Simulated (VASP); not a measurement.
# NiO3 (I4/mmm) in VASP: single point with PBE

Aim: the single point of NiO3 with PBE.

Everything below comes from runs of VASP 6.6.1. Logs are shortened: lines on timing, memory, paths and dates and some standing lists are left out, and cuts for length are marked.

### 1 The cell of the first run

It takes space group I4/mmm (No. 139, tetragonal). The conventional cell has a = 2.652 Å, b = 2.652 Å, c = 12.210 Å, α = 90.00°, β = 90.00°, γ = 90.00°. Ni (site symmetry 4/mmm) has 4 O at 1.87 Å within 2.5 Å. Within 2.5 Å of O (site symmetry 4/mmm) lie 4 Ni at 1.87 Å. Within 2.5 Å of O (site symmetry -4m2) lie 4 O at 1.87 Å.

### 2 Single point, PBE, collinear spin, ferromagnetic start

The input, INCAR:

```
ALGO = Normal ; EDIFF = 1E-6
ENCUT = 520 ; GGA = PE
ISIF = 2 ; ISMEAR = 0
ISPIN = 2 ; LASPH = True
LCHARG = False ; LMAXMIX = 4
LORBIT = 11 ; LREAL = False
LWAVE = False ; MAGMOM = 1.88 1.29 0.99 0.99
NBANDS = 26 ; NELM = 150
PREC = Accurate ; SIGMA = 0.1
```

The input, KPOINTS:

```
k-points
0
Gamma
  8 8 8
```

The input, POSCAR:

```
NiO3
1.0
   -1.3257573131      1.3257573131      6.1050621392
    1.3257573131     -1.3257573131      6.1050621392
    1.3257573131      1.3257573131     -6.1050621392
Ni O
1 3
Direct
    0.0000000000      0.0000000000      0.0000000000
    0.5000000000      0.5000000000      0.0000000000
    0.2500000000      0.7500000000      0.5000000000
    0.7500000000      0.2500000000      0.5000000000
```

Potentials or basis: VASP PAW PBE potentials, release 64 (Ni, O).

The run is started by

```sh
> cat potpaw_PBE.64/Ni/POTCAR potpaw_PBE.64/O/POTCAR > POTCAR
> mpirun -np 1 vasp_std > vasp.out
```

OUTCAR:

```text
EDIFF = 1E-6
   ENCUT = 520
   GGA = PE
   ISIF = 2
   ISMEAR = 0
   ISPIN = 2
   LASPH = True
   LORBIT = 11
   LREAL = False
   NELM = 150
   PREC = Accurate

 ion  position               nearest neighbor table
   1  0.000  0.000  0.000-   2 1.87   2 1.87   2 1.87   2 1.87
   2  0.500  0.500  0.000-   1 1.87   1 1.87   1 1.87   1 1.87
   3  0.250  0.750  0.500-   4 1.87   4 1.87   4 1.87   4 1.87
   4  0.750  0.250  0.500-   3 1.87   3 1.87   3 1.87   3 1.87

  LATTYP: Found a body centered tetragonal cell.
 ALAT       =     2.6515146262
 C/A-ratio  =     4.6049620688

  Lattice vectors:

 A1 = (  -1.3257573131,   1.3257573131,   6.1050621392)
 A2 = (   1.3257573131,  -1.3257573131,   6.1050621392)
 A3 = (   1.3257573131,   1.3257573131,  -6.1050621392)

Analysis of symmetry for initial positions (statically):
=====================================================================
 Subroutine PRICEL returns:
 Original cell was already a primitive cell.

 Routine SETGRP: Setting up the symmetry group for a
 body centered tetragonal supercell.

 Subroutine GETGRP returns: Found 16 space group operations
 (whereof 16 operations were pure point group operations)
 out of a pool of 16 trial point group operations.

The static configuration has the point symmetry D_4h.

Analysis of symmetry for dynamics (positions and initial velocities):
=====================================================================
 Subroutine PRICEL returns:
 Original cell was already a primitive cell.

 Routine SETGRP: Setting up the symmetry group for a
 body centered tetragonal supercell.

 Subroutine GETGRP returns: Found 16 space group operations
 (whereof 16 operations were pure point group operations)
 out of a pool of 16 trial point group operations.

The dynamic configuration has the point symmetry D_4h.

Analysis of structural, dynamic, and magnetic symmetry:
=====================================================================
 Subroutine PRICEL returns:
 Original cell was already a primitive cell.

 Routine SETGRP: Setting up the symmetry group for a
 body centered tetragonal supercell.

 Subroutine GETGRP returns: Found 16 space group operations
 (whereof 16 operations were pure point group operations)
 out of a pool of 16 trial point group operations.

The overall configuration has the point symmetry D_4h.

 Subroutine INISYM returns: Found 16 space group operations
 (whereof 16 operations are pure point group operations),
 and found     1 'primitive' translations

----------------------------------------------------------------------------------------

                                     Primitive cell

  volume of cell :      42.9218

  direct lattice vectors                    reciprocal lattice vectors
    -1.325757313  1.325757313  6.105062139     0.000000000  0.377142932  0.081899248
     1.325757313 -1.325757313  6.105062139     0.377142932  0.000000000  0.081899248
     1.325757313  1.325757313 -6.105062139     0.377142932  0.377142932  0.000000000

  length of vectors
     6.386473881  6.386473881  6.386473881     0.385932997  0.385932997  0.533360649

  position of ions in fractional coordinates (direct lattice)
     0.000000000  0.000000000  0.000000000
     0.500000000  0.500000000  0.000000000
     0.250000000  0.750000000  0.500000000
     0.750000000  0.250000000  0.500000000

  ion indices of the primitive-cell ions
   primitive index   ion index
                 1           1
                 2           2
                 3           3
                 4           4

----------------------------------------------------------------------------------------

 KPOINTS: k-points

Automatic generation of k-mesh.
 Grid dimensions read from file:
 generate k-points for:    8    8    8

 Generating k-lattice:

  Cartesian coordinates                     Fractional coordinates (reciprocal lattice)
     0.000000000  0.047142866  0.010237406     0.125000000  0.000000000  0.000000000
     0.047142866  0.000000000  0.010237406     0.000000000  0.125000000  0.000000000
     0.047142866  0.047142866  0.000000000     0.000000000  0.000000000  0.125000000

  Length of vectors
     0.048241625  0.048241625  0.066670081

  Shift w.r.t. Gamma in fractional coordinates (k-lattice)
     0.000000000  0.000000000  0.000000000

 Subroutine IBZKPT returns following result:
 ===========================================

 Found     59 irreducible k-points:

 Following reciprocal coordinates:
            Coordinates               Weight
  0.000000  0.000000  0.000000      1.000000
  0.125000  0.000000  0.000000      8.000000
  0.250000  0.000000  0.000000      8.000000
  0.375000 -0.000000  0.000000      8.000000
  0.500000  0.000000  0.000000      4.000000
  0.125000  0.125000  0.000000      8.000000
[... 16 lines left out ...]
  0.250000  0.125000  0.125000     16.000000
  0.375000  0.125000  0.125000      8.000000
 [... further k-points ...]
   k-points           NKPTS =     59   k-points in BZ     NKDIM =     59   number of bands    NBANDS=     26
   number of dos      NEDOS =    301   number of ions     NIONS =      4
   total plane-waves  NPLWV = 110592
   dimension x,y,z NGX =    48 NGY =   48 NGZ =   48
   dimension x,y,z NGXF=    96 NGYF=   96 NGZF=   96
   ions per type =               1   3
   NGX,Y,Z   is equivalent  to a cutoff of  12.49, 12.49, 12.49 a.u.
   NGXF,Y,Z  is equivalent  to a cutoff of  24.99, 24.99, 24.99 a.u.
 SYSTEM =  unknown system
   PREC   = accura    normal or accurate (medium, high low for compatibility)
   ISTART =      0    job   : 0-new  1-cont  2-samecut
   ICHARG =      2    charge: 1-file 2-atom 10-const
   ISPIN  =      2    spin polarized calculation?
   LNONCOLLINEAR =      F non collinear calculations
   LSORBIT =      F    spin-orbit coupling
   LASPH  =      T    aspherical Exc in radial PAW
   ENCUT  =  520.0 eV  38.22 Ry    6.18 a.u.  11.87 11.87 11.87*2*pi/ulx,y,z
   NELM   =    150;   NELMIN=  2; NELMDL= -5     # of ELM steps
   EDIFF  = 0.1E-05   stopping-criterion for ELM
   LREAL  =      F    real-space projection
   EDIFFG = 0.1E-04   stopping-criterion for IOM
   NSW    =      0    number of steps for IOM
   IBRION =     -1    ionic relax: 0-MD 1-quasi-New 2-CG
   NFREE  =      0    steps in history (QN), initial steepest desc. (CG)
   ISIF   =      2    stress and relaxation
   ISYM   =      2    0-nonsym 1-usesym 2-fastsym
   POTIM  = 0.5000    time-step for ionic-motion
   TEBEG  =    0.0;   TEEND  =   0.0 temperature during run
   PSTRESS=    0.0 pullay stress
   NELECT =      28.0000    total number of electrons
   NUPDOWN=      -1.0000    fix difference up-down
   EMIN   =  10.00;   EMAX   =-10.00  energy-range for DOS
   EFERMI =   0.00;   METHOD = LEGACY
   ISMEAR =     0;   SIGMA  =   0.10  broadening in eV -4-tet -1-fermi 0-gaus
   EFERMI_NEDOS =   21; number of points for ismear=-14 and -15
   IALGO  =     38    algorithm
   IMIX   =      4    mixing-type and parameters
     AMIX     =   0.40;   BMIX     =  1.00
     AMIX_MAG =   1.60;   BMIX_MAG =  1.00
  volume/ion in A,a.u.               =      10.73        72.41
  Fermi-wavevector in a.u.,A,eV,Ry     =   1.419825  2.683080 27.428023  2.015903
  Thomas-Fermi vector in A             =   2.540805
   LORBIT       =     11    0 simple, 1 ext, 2 COOP (PROOUT), +10 PAW based schemes
   GGA     = PE    functional components
   LHFCALC =     F    Hartree Fock is set to
   AEXX    =    0.0000 exact exchange contribution
   IVDW    =     0    specifies the selected vdW correction
   LEPSILON=     F    determine dielectric tensor
   LRPA    =     F    only Hartree local field effects (RPA)
 spin polarized calculation
 Gauss-broadening in eV      SIGMA  =   0.10
  energy-cutoff  :      520.00
  volume of cell :       42.92
 maximum number of plane-waves:      1169
   NGX = 23   NGY = 23   NGZ = 23

 number of electron      28.0000013 magnetization       1.0860381

 Free energy of the ion-electron system (eV)
  ---------------------------------------------------
  ext. energy  EPLUGINS =         0.00000000
  ---------------------------------------------------
  free energy    TOTEN  =       -18.26613831 eV

  energy without entropy =      -18.25464070  energy(sigma->0) =      -18.26038950

 E-fermi :   2.6081     XC(G=0): -10.6217

 val. band max:        2.6025782548   @ k =   0.2500   0.2500   0.0000
 cond. band min:       2.6097427278   @ k =  -0.1250  -0.3750   0.1250
 fundamental gap:      0.0071644730
 Fermi energy:         2.6081480712

 spin component 1

 k-point     1 :       0.0000    0.0000    0.0000
  band No.  band energies     occupation
      1     -18.6573      1.00000
      2     -17.7000      1.00000
      3     -10.2800      1.00000
      4      -3.1403      1.00000
      5      -2.0634      1.00000
      6      -2.0634      1.00000
[... 18 lines left out ...]
     25      24.3143      0.00000
     26      25.5339      0.00000
[... 644 lines left out ...]
      4      -4.8686      1.00000
      5      -3.8189      1.00000
      6      -2.9885      1.00000
[... 18 lines left out ...]
     25      21.9092      0.00000
     26      22.8745      0.00000

 [... further k-points ...]

 spin component 2

 k-point     1 :       0.0000    0.0000    0.0000
  band No.  band energies     occupation
      1     -18.4868      1.00000
      2     -17.4300      1.00000
      3     -10.0406      1.00000
      4      -2.8232      1.00000
      5      -1.9351      1.00000
      6      -1.9351      1.00000
[... 18 lines left out ...]
     25      24.3991      0.00000
     26      25.5357      0.00000
[... 644 lines left out ...]
      4      -4.7499      1.00000
      5      -3.5604      1.00000
      6      -2.8626      1.00000
[... 18 lines left out ...]
     25      21.9887      0.00000
     26      22.9769      0.00000

 [... further k-points ...]

------------------------ aborting loop because EDIFF is reached ----------------------------------------

  FORCE on cell =-STRESS in cart. coord.  units (eV):
  Direction    XX          YY          ZZ          XY          YZ          ZX
  --------------------------------------------------------------------------------------
  -------------------------------------------------------------------------------------
  Total        0.1292540      0.1292540      0.0695155      0.0000000      0.0000000     -0.0000000
  in kB        4.8247681      4.8247681      2.5948617      0.0000000      0.0000000     -0.0000000
  external PRESSURE =       4.0814659 kB  Pullay stress =       0.0000000 kB

 VOLUME and BASIS-vectors are now :
 -----------------------------------------------------------------------------
  energy-cutoff  :      520.00
  volume of cell :       42.92
      direct lattice vectors                 reciprocal lattice vectors
    -1.325757313  1.325757313  6.105062139     0.000000000  0.377142932  0.081899248
     1.325757313 -1.325757313  6.105062139     0.377142932  0.000000000  0.081899248
     1.325757313  1.325757313 -6.105062139     0.377142932  0.377142932  0.000000000

 POSITION                                       TOTAL-FORCE (eV/Angst)
 -----------------------------------------------------------------------------------
      0.00000      0.00000      0.00000         0.000000      0.000000     -0.000000
      0.00000      0.00000      6.10506         0.000000      0.000000     -0.000000
      1.32576      0.00000      3.05253         0.000000     -0.000000      0.000000
      0.00000      1.32576      3.05253        -0.000000      0.000000     -0.000000
 -----------------------------------------------------------------------------------
    total drift:                                0.000000     -0.000000      0.000000

  FREE ENERGIE OF THE ION-ELECTRON SYSTEM (eV)
  ---------------------------------------------------
  free  energy   TOTEN  =       -18.2661383098 eV

  energy  without entropy=      -18.2546406993  energy(sigma->0) =      -18.26038950

 total charge

# of ion       s       p       d       tot
------------------------------------------
    1        0.409   0.514   8.335   9.258
    2        1.555   3.454   0.000   5.010
    3        1.654   2.981   0.000   4.635
    4        1.654   2.981   0.000   4.635
--------------------------------------------------
tot          5.272   9.931   8.335  23.538

 magnetization (x)

# of ion       s       p       d       tot
------------------------------------------
    1        0.001  -0.001   0.648   0.648
    2        0.011   0.158   0.000   0.169
    3        0.002   0.103   0.000   0.105
    4        0.002   0.103   0.000   0.105
--------------------------------------------------
tot          0.017   0.363   0.648   1.028
```

Run time: 5.2 min. Hardware: 1 thread of Intel Xeon 6975P-C (Granite Rapids), shared host; peak memory 0.45 GiB.

What came out:

- Free energy: -18.2661 eV
- Pressure: 0.4 GPa
- Net moment: 1.09 μB per cell
- Site moments: Ni +0.65; O +0.17, +0.10 (each value once) μB
- Valence electrons inside the program's atomic spheres: Ni 9.26; O 5.01, 4.63 (each value once)

Caveat: a cell with one magnetic atom can't hold antiferromagnetic order, which such compounds often take; semilocal functionals often make such compounds metallic where correlation or magnetic order opens a gap, which also shifts bond lengths. With open d or f shells a metallic result of PBE can be an artefact of self-interaction; +U or a hybrid may open a gap.
